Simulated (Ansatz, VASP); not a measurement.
## MoH4: VASP beside Ansatz

```
H Mo
1.0
     2.78318    0.00000    0.00000
     0.00000    2.78318    0.00000
     0.00000    0.00000    5.86326
H Mo
4 1
Direct
  0.50000 0.00000 0.21385
  0.00000 0.50000 0.78615
  0.50000 0.00000 0.78615
  0.00000 0.50000 0.21385
  0.00000 0.00000 0.00000
```

Change from the starting cell: ordered vacancies on the cation sites of fluorite (P4/mmm, No. 123).

Alike in both runs: functional PBE; k mesh 6 × 6 × 4; occupations gaussian, width 0.1 eV; no spin polarisation.

Ansatz relaxed the structure, and its values are those at the end. VASP's run is a single point on that final structure, the one shown.

```csv
,VASP,Ansatz
version,VASP 6.6.1,Ansatz 0.2.0
potentials or method,"VASP PAW PBE potentials, release 64 (H, Mo_sv), cutoff 520 eV","scalar-relativistic, plane waves, PAW"
valence electrons in the cell,18,18
```

```csv
,VASP,Ansatz,Ansatz less VASP
gap on the k mesh at the Fermi level (eV),none,none,-
pressure (GPa),0.0,0.0,+0.02
rms of the force components (eV/Å),0.003,0.000,-0.0033
```

A gap of «none» marks a metal or a gap that the smearing closes.

The k mesh is coarse, so the values compare programs but aren't converged.
